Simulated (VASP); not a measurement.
# Ca (Fd-3m) in VASP: a series of runs, part 2 of 2

VASP 6.6.1. The steps go on from the part before.

### Step 3. Single point, pbe exchange, lda correlation

This run uses another cell than the first one, of 27.58 Å³/atom.

The input, INCAR:

```
PREC = Accurate
ENCUT = 500
EDIFF = 1E-6
ISMEAR = -1
SIGMA = 0.1
LREAL = F
LASPH = T
NELM = 120
ALGO = Normal
ISIF = 2
LWAVE = F
LCHARG = T
GGA = LIBXC
LIBXC1 = GGA_X_PBE
LIBXC2 = LDA_C_PW
LELF = T
LVHAR = T
NBANDS = 17
GGA_COMPAT = F
```

The input, KPOINTS:

```
regular mesh
0
Gamma
  4 4 4
```

The input, POSCAR:

```
Ca
1.0
    0.0000000000      3.0213320231      3.0213320231
    3.0213320231      0.0000000000      3.0213320231
    3.0213320231      3.0213320231      0.0000000000
Ca
2
Direct
    1.0000000000      1.0000000000      1.0000000000
    0.2500000000      0.2500000000      0.2500000000
```

Potentials or basis: VASP PAW PBE potentials, release 64 (Ca_sv).

Run with:

```
cat potpaw_PBE.64/Ca_sv/POTCAR > POTCAR
mpirun -np 1 vasp_std > vasp.out
```

OUTCAR:

```text
PREC = Accurate
   ENCUT = 500
   EDIFF = 1E-6
   ISMEAR = -1
   LREAL = F
   LASPH = T
   NELM = 120
   ISIF = 2
   GGA = LIBXC

 ion  position               nearest neighbor table
   1  0.000  0.000  0.000-   2 2.62   2 2.62   2 2.62   2 2.62
   2  0.250  0.250  0.250-   1 2.62   1 2.62   1 2.62   1 2.62

  LATTYP: Found a face centered cubic cell.
 ALAT       =     6.0426640462

  Lattice vectors:

 A1 = (   0.0000000000,   3.0213320231,   3.0213320231)
 A2 = (   3.0213320231,   0.0000000000,   3.0213320231)
 A3 = (   3.0213320231,   3.0213320231,   0.0000000000)

Analysis of symmetry for initial positions (statically):
=====================================================================
 Subroutine PRICEL returns:
 Original cell was already a primitive cell.

 Routine SETGRP: Setting up the symmetry group for a
 face centered cubic supercell.

 Subroutine GETGRP returns: Found 48 space group operations
 (whereof 24 operations were pure point group operations)
 out of a pool of 48 trial point group operations.

The static configuration has the point symmetry T_d .
 The point group associated with its full space group is O_h .

Analysis of symmetry for dynamics (positions and initial velocities):
=====================================================================
 Subroutine PRICEL returns:
 Original cell was already a primitive cell.

 Routine SETGRP: Setting up the symmetry group for a
 face centered cubic supercell.

 Subroutine GETGRP returns: Found 48 space group operations
 (whereof 24 operations were pure point group operations)
 out of a pool of 48 trial point group operations.

The dynamic configuration has the point symmetry T_d .
 The point group associated with its full space group is O_h .

 Subroutine INISYM returns: Found 48 space group operations
 (whereof 24 operations are pure point group operations),
 and found     1 'primitive' translations

----------------------------------------------------------------------------------------

                                     Primitive cell

  volume of cell :      55.1601

  direct lattice vectors                    reciprocal lattice vectors
     0.000000000  3.021332023  3.021332023    -0.165489922  0.165489922  0.165489922
     3.021332023  0.000000000  3.021332023     0.165489922 -0.165489922  0.165489922
     3.021332023  3.021332023  0.000000000     0.165489922  0.165489922 -0.165489922

  length of vectors
     4.272808724  4.272808724  4.272808724     0.286636953  0.286636953  0.286636953

  position of ions in fractional coordinates (direct lattice)
     0.000000000  0.000000000  0.000000000
     0.250000000  0.250000000  0.250000000

  ion indices of the primitive-cell ions
   primitive index   ion index
                 1           1
                 2           2

----------------------------------------------------------------------------------------

 KPOINTS: regular mesh

Automatic generation of k-mesh.
 Grid dimensions read from file:
 generate k-points for:    4    4    4

 Generating k-lattice:

  Cartesian coordinates                     Fractional coordinates (reciprocal lattice)
    -0.041372480  0.041372480  0.041372480     0.250000000  0.000000000  0.000000000
     0.041372480 -0.041372480  0.041372480     0.000000000  0.250000000  0.000000000
     0.041372480  0.041372480 -0.041372480     0.000000000  0.000000000  0.250000000

  Length of vectors
     0.071659238  0.071659238  0.071659238

  Shift w.r.t. Gamma in fractional coordinates (k-lattice)
     0.000000000  0.000000000  0.000000000

 Subroutine IBZKPT returns following result:
 ===========================================

 Found      8 irreducible k-points:

 Following reciprocal coordinates:
            Coordinates               Weight
  0.000000  0.000000  0.000000      1.000000
  0.250000  0.000000  0.000000      8.000000
  0.500000  0.000000  0.000000      4.000000
  0.250000  0.250000  0.000000      6.000000
  0.500000  0.250000  0.000000     24.000000
 -0.250000  0.250000  0.000000     12.000000
  0.500000  0.500000  0.000000      3.000000
 -0.250000  0.500000  0.250000      6.000000
   k-points           NKPTS =      8   k-points in BZ     NKDIM =      8   number of bands    NBANDS=     17
   number of dos      NEDOS =    301   number of ions     NIONS =      2
   total plane-waves  NPLWV =  32768
   dimension x,y,z NGX =    32 NGY =   32 NGZ =   32
   dimension x,y,z NGXF=    64 NGYF=   64 NGZF=   64
   ions per type =               2
   NGX,Y,Z   is equivalent  to a cutoff of  12.45, 12.45, 12.45 a.u.
   NGXF,Y,Z  is equivalent  to a cutoff of  24.90, 24.90, 24.90 a.u.
 SYSTEM =  unknown system
   PREC   = accura    normal or accurate (medium, high low for compatibility)
   ISTART =      0    job   : 0-new  1-cont  2-samecut
   ICHARG =      2    charge: 1-file 2-atom 10-const
   ISPIN  =      1    spin polarized calculation?
   LNONCOLLINEAR =      F non collinear calculations
   LSORBIT =      F    spin-orbit coupling
   LASPH  =      T    aspherical Exc in radial PAW
   ENCUT  =  500.0 eV  36.75 Ry    6.06 a.u.   7.79  7.79  7.79*2*pi/ulx,y,z
   NELM   =    120;   NELMIN=  2; NELMDL= -5     # of ELM steps
   EDIFF  = 0.1E-05   stopping-criterion for ELM
   LREAL  =      F    real-space projection
   EDIFFG = 0.1E-04   stopping-criterion for IOM
   NSW    =      0    number of steps for IOM
   IBRION =     -1    ionic relax: 0-MD 1-quasi-New 2-CG
   NFREE  =      0    steps in history (QN), initial steepest desc. (CG)
   ISIF   =      2    stress and relaxation
   ISYM   =      2    0-nonsym 1-usesym 2-fastsym
   POTIM  = 0.5000    time-step for ionic-motion
   TEBEG  =    0.0;   TEEND  =   0.0 temperature during run
   PSTRESS=    0.0 pullay stress
   NELECT =      20.0000    total number of electrons
   NUPDOWN=      -1.0000    fix difference up-down
   EMIN   =  10.00;   EMAX   =-10.00  energy-range for DOS
   EFERMI =   0.00;   METHOD = LEGACY
   ISMEAR =    -1;   SIGMA  =   0.10  broadening in eV -4-tet -1-fermi 0-gaus
   EFERMI_NEDOS =   21; number of points for ismear=-14 and -15
   IALGO  =     38    algorithm
   IMIX   =      4    mixing-type and parameters
     AMIX     =   0.40;   BMIX     =  1.00
     AMIX_MAG =   1.60;   BMIX_MAG =  1.00
  volume/ion in A,a.u.               =      27.58       186.12
  Fermi-wavevector in a.u.,A,eV,Ry     =   1.167373  2.206015 18.541477  1.362760
  Thomas-Fermi vector in A             =   2.303874
   LORBIT       =      0    0 simple, 1 ext, 2 COOP (PROOUT), +10 PAW based schemes
   GGA     = LIBXC    functional components
   LHFCALC =     F    Hartree Fock is set to
   AEXX    =    0.0000 exact exchange contribution
   IVDW    =     0    specifies the selected vdW correction
   LEPSILON=     F    determine dielectric tensor
   LRPA    =     F    only Hartree local field effects (RPA)
 non-spin polarized calculation
  energy-cutoff  :      500.00
  volume of cell :       55.16
 maximum number of plane-waves:      1424
   NGX = 15   NGY = 15   NGZ = 15

 number of electron      20.0000002 magnetization

 Free energy of the ion-electron system (eV)
  ---------------------------------------------------
  ext. energy  EPLUGINS =         0.00000000
  ---------------------------------------------------
  free energy    TOTEN  =         1.41377807 eV

  energy without entropy =        1.49040632  energy(sigma->0) =        1.45209220

 E-fermi :   3.8226     XC(G=0):  -8.9606

 val. band max:        3.8140854797   @ k =  -0.2500   0.2500   0.0000
 cond. band min:       3.9542440558   @ k =   0.2500   0.0000   0.0000
 fundamental gap:      0.1401585761
 Fermi energy:         3.8226325066

 k-point     1 :       0.0000    0.0000    0.0000
  band No.  band energies     occupation
      1     -38.6071      2.00000
      2     -37.7994      2.00000
      3     -19.8728      2.00000
      4     -19.8728      2.00000
      5     -19.8728      2.00000
      6     -18.8383      2.00000
[... 9 lines left out ...]
     16       6.7522      0.00000
     17       6.7522      0.00000
[... 121 lines left out ...]
 k-point     8 :      -0.2500    0.5000    0.2500
  band No.  band energies     occupation
      1     -38.2111      2.00000
      2     -38.2111      2.00000
      3     -20.1770      2.00000
      4     -20.1770      2.00000
      5     -19.3556      2.00000
      6     -19.3556      2.00000
[... 9 lines left out ...]
     16       6.1656      0.00000
     17       8.7940      0.00000

------------------------ aborting loop because EDIFF is reached ----------------------------------------

  FORCE on cell =-STRESS in cart. coord.  units (eV):
  Direction    XX          YY          ZZ          XY          YZ          ZX
  --------------------------------------------------------------------------------------
  -------------------------------------------------------------------------------------
  Total        3.5238816      3.5238816      3.5238816      0.0000000     -0.0000000      0.0000000
  in kB      102.3544043    102.3544043    102.3544043      0.0000000     -0.0000000      0.0000000
  external PRESSURE =     102.3544043 kB  Pullay stress =       0.0000000 kB

 VOLUME and BASIS-vectors are now :
 -----------------------------------------------------------------------------
  energy-cutoff  :      500.00
  volume of cell :       55.16
      direct lattice vectors                 reciprocal lattice vectors
     0.000000000  3.021332023  3.021332023    -0.165489922  0.165489922  0.165489922
     3.021332023  0.000000000  3.021332023     0.165489922 -0.165489922  0.165489922
     3.021332023  3.021332023  0.000000000     0.165489922  0.165489922 -0.165489922

 POSITION                                       TOTAL-FORCE (eV/Angst)
 -----------------------------------------------------------------------------------
      0.00000      0.00000      0.00000         0.000000     -0.000000     -0.000000
      1.51067      1.51067      1.51067        -0.000000      0.000000      0.000000
 -----------------------------------------------------------------------------------
    total drift:                               -0.000000      0.000000      0.000000

  FREE ENERGIE OF THE ION-ELECTRON SYSTEM (eV)
  ---------------------------------------------------
  free  energy   TOTEN  =         1.4137780705 eV

  energy  without entropy=        1.4904063243  energy(sigma->0) =        1.45209220
```

OSZICAR:

```text
N       E                     dE             d eps       ncg     rms          rms(c)
DAV:   1     0.182328553128E+03    0.18233E+03   -0.10081E+04   272   0.111E+03
DAV:   2     0.833973639825E+01   -0.17399E+03   -0.17203E+03   310   0.332E+02
DAV:   3     0.131080537372E+01   -0.70289E+01   -0.68997E+01   521   0.542E+01
DAV:   4     0.116622025850E+01   -0.14459E+00   -0.14438E+00   295   0.787E+00
DAV:   5     0.115959366752E+01   -0.66266E-02   -0.66254E-02   413   0.113E+00    0.420E+00
DAV:   6     0.137704558138E+01    0.21745E+00   -0.37146E-01   338   0.421E+00    0.260E+00
DAV:   7     0.141341941808E+01    0.36374E-01   -0.12525E-01   337   0.267E+00    0.830E-01
DAV:   8     0.141420542972E+01    0.78601E-03   -0.14852E-02   353   0.112E+00    0.523E-02
DAV:   9     0.141379807892E+01   -0.40735E-03   -0.13473E-03   405   0.239E-01    0.223E-02
DAV:  10     0.141377742193E+01   -0.20657E-04   -0.10666E-04   329   0.889E-02    0.565E-03
DAV:  11     0.141377807053E+01    0.64860E-06   -0.61514E-06   299   0.197E-02
   1 F= 0.14137781E+01 E0= 0.14520922E+01  d E =-.766283E-01
```

stdout:

```text
POSCAR found type information on POSCAR Ca
 POSCAR found :  1 types and       2 ions
 scaLAPACK will be used
 -----------------------------------------------------------------------------
|                                                                             |
|                                                                             |
|     You enforced a specific xc type in the INCAR file but a different       |
|     I HOPE YOU KNOW WHAT YOU ARE DOING!                                     |
|                                                                             |
 -----------------------------------------------------------------------------

 LDA part: xc-table for (None,None), standard interpolation
 POSCAR, INCAR and KPOINTS ok, starting setup
 FFT: planning ... GRIDC
 FFT: planning ... GRID_SOFT
 FFT: planning ... GRID
 WAVECAR not read
 entering main loop
```

Run time: 7.7 s. Hardware: 1 thread of AMD EPYC 7R13 (Zen 3), shared host; peak memory 0.14 GiB.

What came out:

- Free energy: 1.4138 eV
- Pressure: 10.2 GPa
- Band gap on the k mesh: zero (bands 10 and 11 overlap by 0.38 eV)

Caveat: the k points lie up to 0.45 Å⁻¹ apart; the PAW data sets were made with another functional, which shifts forces and pressure a little.

### Step 4. Single point, pbe exchange, lda correlation

This run uses another cell than the first one, of 43.29 Å³/atom.

The input, INCAR:

```
SYSTEM = Ca
PREC     = Accurate       ! precision mode
ENCUT    = 500            ! plane-wave cutoff, eV
EDIFF    = 1E-6           ! SCF threshold, eV
ISMEAR   = -1             ! smearing method
SIGMA    = 0.1            ! smearing width, eV
LREAL    = .FALSE.        ! projectors in reciprocal space
LASPH    = .TRUE.         ! aspherical terms in the spheres
NELM     = 120            ! most SCF steps
ALGO     = Normal         ! electronic algorithm
ISIF     = 2              ! what is computed and relaxed
LWAVE    = .FALSE.        ! write WAVECAR
LCHARG   = .TRUE.         ! write CHGCAR
GGA      = LIBXC          ! functional
LIBXC1   = GGA_X_PBE    
LIBXC2   = LDA_C_PW     
LELF     = .TRUE.         ! ELF
LVHAR    = .TRUE.       
NBANDS   = 17             ! bands
GGA_COMPAT= .FALSE.
```

The input, KPOINTS:

```
regular mesh
0
G
  4 4 4
  0 0 0
```

The input, POSCAR:

```
Ca
1.0
    0.0000000000      3.5113546930      3.5113546930
    3.5113546930      0.0000000000      3.5113546930
    3.5113546930      3.5113546930      0.0000000000
Ca
2
Direct
    1.0000000000      1.0000000000      1.0000000000
    0.2500000000      0.2500000000      0.2500000000
```

Run with:

```
cat potpaw_PBE.64/Ca_sv/POTCAR > POTCAR
mpirun -np 1 vasp_std > vasp.out
```

Run time: 12 s. Hardware: 1 thread of AMD EPYC 7R13 (Zen 3), shared host; peak memory 0.16 GiB.

Results (log left out):

```yaml
Free_energy: 0.1267 eV
Pressure: 5.0 GPa
Band_gap_on_the_k_mesh: zero (bands 10 and 11 overlap by 0.73 eV)
```

Levels at points of the mesh, in eV from the Fermi level:
| k point | band 6 | band 7 | band 8 | band 9 | band 10 | band 11 | band 12 | band 13 | band 14 | band 15 |
| --- | --- | --- | --- | --- | --- | --- | --- | --- | --- | --- |
| (0.00, 0.00, 0.00) | -23.38 | -23.38 | -23.38 | -3.61 | 0.64 | 0.64 | 0.90 | 0.90 | 0.90 | 1.98 |
| (0.50, 0.00, 0.00) | -23.39 | -23.34 | -23.34 | -1.62 | -0.85 | 0.51 | 0.51 | 1.04 | 1.10 | 1.10 |
| (0.50, 0.50, 0.00) | -23.57 | -23.30 | -23.30 | -0.73 | -0.73 | 0.13 | 0.13 | 1.24 | 1.24 | 2.27 |

Caveat: the k points lie up to 0.39 Å⁻¹ apart, too coarse for converged energies and pressures of a metal; the PAW data sets were made with another functional, which shifts forces and pressure a little.

### Step 5. Single point, pbe exchange, lda correlation

This run uses another cell than the first one, of 95.68 Å³/atom.

The input, INCAR:

```
PREC = Accurate
ENCUT = 500
EDIFF = 1E-6
ISMEAR = -1
SIGMA = 0.1
LREAL = False
LASPH = True
NELM = 120
ALGO = Normal
ISIF = 2
LWAVE = False
LCHARG = False
GGA = LIBXC
LIBXC1 = GGA_X_PBE
LIBXC2 = LDA_C_PW
NBANDS = 17
GGA_COMPAT = False
```

The input, KPOINTS:

```
regular mesh
0
Gamma
  4 4 4
```

The input, POSCAR:

```
Ca
1.0
    0.0000000000      4.5738393726      4.5738393726
    4.5738393726      0.0000000000      4.5738393726
    4.5738393726      4.5738393726      0.0000000000
Ca
2
Direct
    1.0000000000      1.0000000000      1.0000000000
    0.2500000000      0.2500000000      0.2500000000
```

Run with:

```
cat potpaw_PBE.64/Ca_sv/POTCAR > POTCAR
mpirun -np 1 vasp_std > vasp.out
```

Run time: 26 s. Hardware: 1 thread of AMD EPYC 7R13 (Zen 3), shared host; peak memory 0.27 GiB.

It converged, with:

| Property | Result |
| --- | --- |
| Free energy | -1.0906 eV |
| Pressure | 0.0 GPa |
| Band gap on the k mesh | zero (bands 10 and 11 overlap by 0.29 eV) |

Levels at points of the mesh, in eV from the Fermi level:
| k point | band 7 | band 8 | band 9 | band 10 | band 11 | band 12 | band 13 | band 14 |
| --- | --- | --- | --- | --- | --- | --- | --- | --- |
| (0.00, 0.00, 0.00) | -24.43 | -24.43 | -2.79 | 0.42 | 0.42 | 0.42 | 0.72 | 0.72 |
| (0.50, 0.00, 0.00) | -24.42 | -24.42 | -1.93 | -0.80 | 0.53 | 0.53 | 0.59 | 0.66 |
| (0.50, 0.50, 0.00) | -24.42 | -24.42 | -1.22 | -1.22 | 0.31 | 0.31 | 0.51 | 0.51 |

Caveat: the PAW data sets were made with another functional, which shifts forces and pressure a little.

### Step 6. Relaxation of cell and atoms, pbe exchange, lda correlation

This run uses another cell than the first one, of 56.62 Å³/atom.

The input, INCAR:

```
SYSTEM = Ca
ALGO = Normal
EDIFF = 1E-7
EDIFFG = -0.02
ENCUT = 500
GGA = LIBXC
GGA_COMPAT = .False.
IBRION = 2
ISIF = 3
ISMEAR = -1
LASPH = .True.
LCHARG = .False.
LIBXC1 = GGA_X_PBE
LIBXC2 = LDA_C_PW
LREAL = .False.
LWAVE = .False.
NELM = 120
NELMIN = 4
NSW = 80
PREC = Accurate
SIGMA = 0.1
```

The input, KPOINTS:

```
k-points
0
Gamma
  4 4 4
  0 0 0
```

The input, POSCAR:

```
Ca
1.0
    0.0000000000      3.8400000000      3.8400000000
    3.8400000000      0.0000000000      3.8400000000
    3.8400000000      3.8400000000      0.0000000000
Ca
2
Direct
    1.0000000000      1.0000000000      1.0000000000
    0.2500000000      0.2500000000      0.2500000000
```

Potentials or basis: VASP PAW PBE potentials, release 64 (Ca_sv).

Run with:

```
cat potpaw_PBE.64/Ca_sv/POTCAR > POTCAR
mpirun -np 1 vasp_std > vasp.out
```

Run time: 1.8 min. Hardware: 1 thread of AMD EPYC 7R43 (Zen 3), shared host; peak memory 0.2 GiB.

The run converged. Its results:

```
Free energy                           : -1.0770 eV
Relaxed volume                        : 94.86 Å³/atom
Relaxed cell                          : a = 6.450 Å, b = 6.450 Å, c = 6.450 Å, α = 60.00°, β = 60.00°, γ = 60.00°
Space group after relaxing (to 0.1 Å) : Fd-3m (No. 227)
Energy gained by relaxing             : 276.5 meV/atom
Ionic steps                           : 4
Pressure after relaxing               : 0.0 GPa
Band gap on the k mesh                : zero (bands 10 and 11 overlap by 0.29 eV)
```

The path:
| step | energy change (eV) | largest force (eV/Å) | pressure (GPa) | volume (Å³) |
| --- | --- | --- | --- | --- |
| 1 | 0.0000 | 0.0000 | 2.82 | 113.25 |
| 2 | -0.2531 | 0.0000 | 1.93 | 130.40 |
| 3 | -0.5527 | 0.0000 | -0.05 | 192.08 |
| 4 | -0.5531 | 0.0000 | 0.00 | 189.73 |

Final structure:
```
Ca
1.0
     0.00000    4.56073    4.56073
     4.56073    0.00000    4.56073
     4.56073    4.56073    0.00000
Ca
2
Direct
  0.00000 0.00000 0.00000
  0.25000 0.25000 0.25000
```

Levels at points of the mesh, in eV from the Fermi level:
```tsv
k point	band 8	band 9	band 10	band 11	band 12	band 13
(0.00, 0.00, 0.00)	-24.42	-2.79	0.42	0.42	0.42	0.72
(0.50, 0.00, 0.00)	-24.41	-1.93	-0.80	0.53	0.53	0.59
(0.50, 0.50, 0.00)	-24.41	-1.22	-1.22	0.30	0.30	0.51
```

Caveat: the volume moved by over 15 % at a fixed basis, so the end points are rough; the PAW data sets were made with another functional, which shifts forces and pressure a little.

### Step 7. Summary

```tsv
task	cell	gap on the mesh (eV)	pressure (GPa)
single point	a = 3.985 Å, angles 60.0°, 2 atoms	none	20.8
single point	a = 4.273 Å, angles 60.0°, 2 atoms	none	10.2
single point	a = 4.966 Å, angles 60.0°, 2 atoms	none	5.0
single point	a = 6.468 Å, angles 60.0°, 2 atoms	none	0.0
relaxation of cell and atoms	relaxed from a = 5.431 Å, angles 60.0°, 2 atoms	none	0.0
```

Alike in all rows: level pbe exchange, lda correlation; potentials or basis VASP PAW PBE potentials, release 64 (Ca_sv); no spin polarisation; k mesh 4 × 4 × 4; cutoff (eV) 500; smearing fermi-dirac 0.1 eV.

Caveats: some runs use coarse meshes; the PAW data sets were made with another functional, which shifts forces and pressure a little; the volume moved by over 15 % at a fixed basis, so the end points are rough (at least some runs).

Absolute energies hang on the potentials; compare differences alone.
